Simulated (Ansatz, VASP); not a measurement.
**One calculation of C, two programs**

```
CELL_PARAMETERS angstrom
-2.47088 2.47088 2.09596
2.47088 -2.47088 2.09596
2.47088 2.47088 -2.09596
ATOMIC_POSITIONS crystal
C 0.53574 0.03574 0.20054
C 0.83520 0.33520 0.79946
C 0.03574 0.83520 0.50000
C 0.33520 0.53574 0.50000
C 0.66480 0.46426 0.50000
C 0.96426 0.16480 0.50000
C 0.16480 0.66480 0.20054
C 0.46426 0.96426 0.79946
```

Alike in both runs: functional PBE; k mesh 6 × 6 × 6; occupations gaussian, width 0.1 eV; no spin polarisation.

Ansatz relaxed the structure, and its values are those at the end. VASP's run is a single point on that final structure, the one shown.

|  | VASP | Ansatz |
| --- | --- | --- |
| version | VASP 6.6.1 | Ansatz 0.2.0 |
| potentials or method | VASP PAW PBE potentials, release 64 (C), cutoff 520 eV | scalar-relativistic, plane waves, PAW |
| valence electrons in the cell | 32 | 32 |

|  | VASP | Ansatz | Ansatz less VASP |
| --- | --- | --- | --- |
| gap on the k mesh at the Fermi level (eV) | 3.06 | 3.07 | +0.008 |
| least direct gap on the mesh (eV) | 3.43 | 3.45 | +0.014 |
| pressure (GPa) | 0.5 | 0.0 | -0.48 |
| rms of the force components (eV/Å) | 0.007 | 0.004 | -0.0029 |
